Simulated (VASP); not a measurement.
Here is a VASP 6.6.1 calculation.

File INCAR:

```
PREC = Accurate
ENCUT = 520
EDIFF = 1E-7
ISMEAR = 0
SIGMA = 0.03
LREAL = F
LASPH = T
NELM = 60
ALGO = Normal
ISIF = 2
LWAVE = F
LCHARG = F
GGA = PE
IVDW = 12
NBANDS = 28
```

File KPOINTS:

```
regular mesh
0
Gamma
  8 8 6
```

The input POSCAR:

```
SnSe
1.0
    4.0109000000      0.0000000000      0.0000000000
    0.0000000000      4.0109000000      0.0000000000
    0.0000000000      0.0000000000      5.1113000000
Sn Se
2 2
Direct
    0.5000000000      0.0000000000      0.2500887432
    0.0000000000      0.5000000000      0.7499112568
    0.5000000000      0.0000000000      0.7499352227
    0.0000000000      0.5000000000      0.2500647773
```

Potentials or basis: VASP PAW PBE potentials, release 64 (Sn_d, Se).

Launch:

```console
$ cat potpaw_PBE.64/Sn_d/POTCAR potpaw_PBE.64/Se/POTCAR > POTCAR
$ mpirun -np 1 vasp_std > vasp.out
```

(1) Estimate the largest force.

(2) Estimate the dispersion energy per atom.

(3) Estimate the pressure.

Results:

(1) 0.011 eV/Å.

(2) -0.472 eV.

(3) 26.7 GPa.

Caveat: the cell stands under pressure.
